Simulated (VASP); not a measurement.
F: relaxation of cell and atoms with PBE

Crystal: F.

```
F
1.0
     0.00000    1.86626    1.86626
     1.86626    0.00000    1.86626
     1.86626    1.86626    0.00000
F
1
Direct
  0.00000 0.00000 0.00000
```

* Program: VASP 6.6.1
* Task: relaxation of cell and atoms
* Functional: PBE
* Potentials or basis: VASP PAW PBE potentials, release 64 (F)
* Cutoff: 600 eV
* k mesh: 18 × 18 × 18
* Occupations: fermi-dirac, width 0.08 eV
* Spin: no spin polarisation
* Dipole correction: no
* Further INCAR settings: ALGO = Normal; EDIFF = 1e-06; IBRION = 2; EDIFFG = -0.005; NSW = 60; ISIF = 3

```yaml
Relaxed_volume: 10.04 Å³/atom
Relaxed_cell: a = 2.422 Å, b = 2.422 Å, c = 2.422 Å, α = 60.00°, β = 60.00°, γ = 60.00°
Space_group_after_relaxing_to_0.05_Å: Fm-3m (No. 225)
Energy_gained_by_relaxing: 78.9 meV/atom
Ionic_steps: 7
Pressure_after_relaxing: 0.1 GPa
```

Step by step:
| step | energy change (eV) | largest force (eV/Å) | pressure (GPa) | volume (Å³) |
| --- | --- | --- | --- | --- |
| 1 | 0.0000 | 0.0000 | -6.24 | 13.00 |
| 2 | -0.0347 | 0.0000 | -5.62 | 12.07 |
| 3 | -0.0742 | 0.0000 | 3.19 | 9.55 |
| 4 | -0.0781 | 0.0000 | -1.19 | 10.29 |
| 5 | -0.0789 | 0.0000 | -0.10 | 10.07 |
| 6 | -0.0789 | 0.0000 | 0.18 | 10.02 |
| 7 | -0.0789 | 0.0000 | 0.05 | 10.04 |

Final structure:
```cif
data_structure
_symmetry_space_group_name_H-M 'P 1'
_symmetry_Int_Tables_number 1
_cell_length_a 2.4219
_cell_length_b 2.4219
_cell_length_c 2.4219
_cell_angle_alpha 60.000
_cell_angle_beta 60.000
_cell_angle_gamma 60.000
_cell_volume 10.04
loop_
_atom_site_label
_atom_site_type_symbol
_atom_site_fract_x
_atom_site_fract_y
_atom_site_fract_z
_atom_site_occupancy
F1 F 0.00000 0.00000 0.00000 1
```

Levels at points of the mesh, in eV from the Fermi level:
```
           k point  band 1  band 2  band 3  band 4  band 5  band 6  band 7
(0.00, 0.00, 0.00)  -21.69    0.54    0.54    0.54   13.85   35.29   35.29
(0.50, 0.00, 0.00)  -20.08   -3.92    0.13    0.13   20.69   21.97   33.19
(0.50, 0.50, 0.00)  -19.58   -3.37   -0.77   -0.77   19.09   24.39   25.49
```

It took 55 s on 1 thread of AMD EPYC 9R45 96-Core Processor (Zen 5), with other jobs on the host, peak memory 0.11 GiB.

Caveat: the volume moved by over 15 % at a fixed basis, so the end points are rough; an odd number of electrons without spin polarisation forces a metal; a magnetic or distorted state may lie lower.
